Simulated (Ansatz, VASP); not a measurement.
## One calculation of CsSnI3, two programs

```
Cs Sn I
1.0
     6.28317    0.00000    0.00000
     0.00000    6.28317    0.00000
     0.00000    0.00000    6.28317
Cs Sn I
1 1 3
Direct
  0.00000 0.00000 0.00000
  0.50000 0.50000 0.50000
  0.00000 0.50000 0.50000
  0.50000 0.00000 0.50000
  0.50000 0.50000 0.00000
```

Alike in both runs: functional PBE; k mesh 6 × 6 × 6; occupations gaussian, width 0.02 eV; no spin polarisation.

Ansatz relaxed the structure, and its values are those at the end. VASP's run is a single point on that final structure, the one shown.

|  | VASP | Ansatz |
| --- | --- | --- |
| version | VASP 6.6.1 | Ansatz 0.2.0 |
| potentials or method | VASP PAW PBE potentials, release 64 (Cs_sv, Sn_d, I), cutoff 520 eV | scalar-relativistic, plane waves, PAW |
| valence electrons in the cell | 44 | 74 |

```tsv
	VASP	Ansatz	Ansatz less VASP
gap on the k mesh at the Fermi level (eV)	0.47	0.48	+0.005
least direct gap on the mesh (eV)	0.47	0.48	+0.005
pressure (GPa)	0.0	0.0	0.00
```

The functional is the same, so the differences come from potentials, cutoffs and numerics. VASP's potentials hold 44 valence electrons a cell and Ansatz's 74, so a difference there can come from the potentials and not from the codes.

Spin-orbit coupling is off throughout.
